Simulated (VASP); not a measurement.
A run of VASP 6.6.1 is set up as follows.

Contents of INCAR:

```
SYSTEM = Bi
ALGO     = Normal         ! electronic algorithm
EDIFF    = 1E-8           ! SCF threshold, eV
ENCUT    = 520            ! plane-wave cutoff, eV
GGA      = PS             ! functional
ISIF     = 2              ! what is computed and relaxed
ISMEAR   = -1             ! smearing method
LASPH    = .True.         ! aspherical terms in the spheres
LCHARG   = .False.        ! write CHGCAR
LEFG     = .True.       
LREAL    = .False.        ! projectors in reciprocal space
LWAVE    = .False.        ! write WAVECAR
NBANDS   = 22             ! bands
NELM     = 80             ! most SCF steps
PREC     = Accurate       ! precision mode
SIGMA    = 0.03           ! smearing width, eV
```

KPOINTS

```
k-points
0
Gamma
  10 10 10
  0 0 0
```

POSCAR

```
Bi
1.0
    2.2577441873      1.3035092143      3.9274622876
   -2.2577441873      1.3035092143      3.9274622876
    0.0000000000     -2.6070184286      3.9274622876
Bi
2
Direct
    0.2338900000      0.2338900000      0.2338900000
    0.7661100000      0.7661100000      0.7661100000
```

Potentials or basis: VASP PAW PBE potentials, release 64 (Bi_d).

Launch:

```bash
$ cat potpaw_PBE.64/Bi_d/POTCAR > POTCAR
$ mpirun -np 1 vasp_std > vasp.out
```

Problem. Predict the largest force.

Solution. 0.213 eV/Å.

Problem. Predict the band gap on the k mesh.

Solution. Zero (bands 15 and 16 overlap by 0.22 eV).

Stress tensor (GPa, compression positive):
```
0.31 0.00 0.00
0.00 0.31 0.00
0.00 0.00 0.20
```

Caveat: without QUAD_EFG the Cq values of the log hold for a quadrupole moment of 1 mb, not for the nuclei; the PAW data sets were made with another functional, which shifts forces and pressure a little; spin-orbit coupling is left out, which moves the levels of the heavy elements.
